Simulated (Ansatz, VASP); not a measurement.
**W: VASP beside Ansatz**

```
W
1.0
     0.00000    1.99955    2.09090
     1.99955    0.00000    2.09090
     1.99955    1.99955    0.00000
W
1
Cartesian
  0.0000 0.0000 0.0000
```

Change from the starting cell: strain -0.015 along x and y, +0.030 along z, atoms carried along.

Alike in both runs: task single point; functional r2SCAN; k mesh 20 × 20 × 20; occupations gaussian, width 0.15 eV; no spin polarisation.

```csv
,VASP,Ansatz
version,VASP 6.6.1,Ansatz 0.2.0
potentials or method,"VASP PAW PBE potentials, release 64 (W_sv), cutoff 520 eV","scalar-relativistic, plane waves, PAW"
valence electrons in the cell,14,14
```

Ansatz gave:

```
gap on the k mesh at the Fermi level (eV)                     : none
pressure (GPa)                                                : -8.7
traceless stress, the component that is largest in VASP (GPa) : 8.68
```

Problem. What did VASP give for the same quantities?

Solution. gap on the k mesh at the Fermi level (eV): none; pressure (GPa): -7.8; traceless stress, the component that is largest in VASP (GPa): 8.72.

VASP's potentials were made for PBE, not for r2SCAN. A gap of «none» marks a metal or a gap that the smearing closes.

Spin-orbit coupling is off throughout.
